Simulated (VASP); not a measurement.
A run of VASP 6.6.1 is set up as follows.

The input INCAR:

```
SYSTEM = MnGaC6N6
  ALGO = Normal
  EDIFF = 1E-6
  EDIFFG = -0.04
  ENCUT = 600
  GGA = PE
  IBRION = 2
  ISIF = 3
  ISMEAR = 0
  ISPIN = 2
  KPAR = 4
  LASPH = .TRUE.
  LCHARG = .FALSE.
  LMAXMIX = 4
  LORBIT = 11
  LREAL = .FALSE.
  LWAVE = .FALSE.
  MAGMOM = 4 0 0 0 0 0 0 0 0 0 0 0 0 0
  NELM = 150
  NSW = 90
  PREC = Accurate
  SIGMA = 0.1
```

KPOINTS

```
k-points
0
G
  4 4 4
  0 0 0
```

POSCAR

```
MnGaC6N6
1.0
    0.0000000000      5.0960000000      5.0960000000
    5.0960000000      0.0000000000      5.0960000000
    5.0960000000      5.0960000000      0.0000000000
Mn Ga C N
1 1 6 6
Direct
    0.5000000000      0.5000000000      0.5000000000
    0.0000000000      0.0000000000      0.0000000000
    0.8139717400      0.1860282600      0.1860282600
    0.1860282600      0.8139717400      0.1860282600
    0.1860282600      0.1860282600      0.8139717400
    0.1860282600      0.8139717400      0.8139717400
    0.8139717400      0.1860282600      0.8139717400
    0.8139717400      0.8139717400      0.1860282600
    0.6991758200      0.3008241800      0.3008241800
    0.3008241800      0.6991758200      0.3008241800
    0.3008241800      0.3008241800      0.6991758200
    0.3008241800      0.6991758200      0.6991758200
    0.6991758200      0.3008241800      0.6991758200
    0.6991758200      0.6991758200      0.3008241800
```

Potentials or basis: VASP PAW PBE potentials, release 64 (Mn_pv, Ga_d, C, N).

Run with:

```console
$ cat potpaw_PBE.64/Mn_pv/POTCAR potpaw_PBE.64/Ga_d/POTCAR potpaw_PBE.64/C/POTCAR potpaw_PBE.64/N/POTCAR > POTCAR
$ mpirun -np 4 vasp_std > vasp.out
```

(1) What does it give for the band gap on the k mesh?

(2) Estimate the net moment.

(3) Predict the relaxed cell.

Results:

(1) zero (filled and empty bands overlap).

(2) 2.00 μB per cell.

(3) a = 7.399 Å, b = 7.399 Å, c = 7.399 Å, α = 60.00°, β = 60.00°, γ = 60.00°.

Caveat: a cell with one magnetic atom can't hold antiferromagnetic order, which such compounds often take.
